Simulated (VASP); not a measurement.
A run of VASP 6.6.1 is set up as follows.

The input INCAR:

```
ALGO = Normal
EDIFF = 1E-8
ENCUT = 500
GGA = CA
GGA_COMPAT = False
IBRION = 6
ISIF = 3
ISMEAR = 0
LASPH = True
LCHARG = False
LREAL = False
LWAVE = False
NELM = 120
NFREE = 2
NSW = 1
POTIM = 0.015
PREC = Accurate
SIGMA = 0.01
```

File KPOINTS:

```
k-points
0
Gamma
  8 8 8
```

The input POSCAR:

```
AlP
1.0
    0.0000000000      2.5757021276      2.5757021276
    2.5757021276      0.0000000000      2.5757021276
    2.5757021276      2.5757021276      0.0000000000
Al P
1 1
Direct
    0.0000000000      0.0000000000      0.0000000000
    0.7500000000      0.7500000000      0.7500000000
```

Potentials or basis: VASP PAW LDA potentials, release 64 (Al, P).

Run with:

```console
$ cat potpaw_LDA.64/Al/POTCAR potpaw_LDA.64/P/POTCAR > POTCAR
$ mpirun -np 1 vasp_std > vasp.out
```

Q: What does it give for the elastic constants C11, C12, C44?

A: 176, 129, 57 GPa.

Q: Estimate the Voigt bulk modulus.

A: 145 GPa.

Q: What does it give for the highest phonon frequency at Γ, LO-TO splitting left out?

A: 533 cm⁻¹.

Elastic tensor in Voigt notation (GPa, in the Cartesian axes of the cell as first typed):
```
176 129 129   0   0   0
129 176 129   0   0   0
129 129 176   0   0   0
  0   0   0  57   0   0
  0   0   0   0  57   0
  0   0   0   0   0  57
```

Caveat: the cell is under stress, which shifts elastic constants.
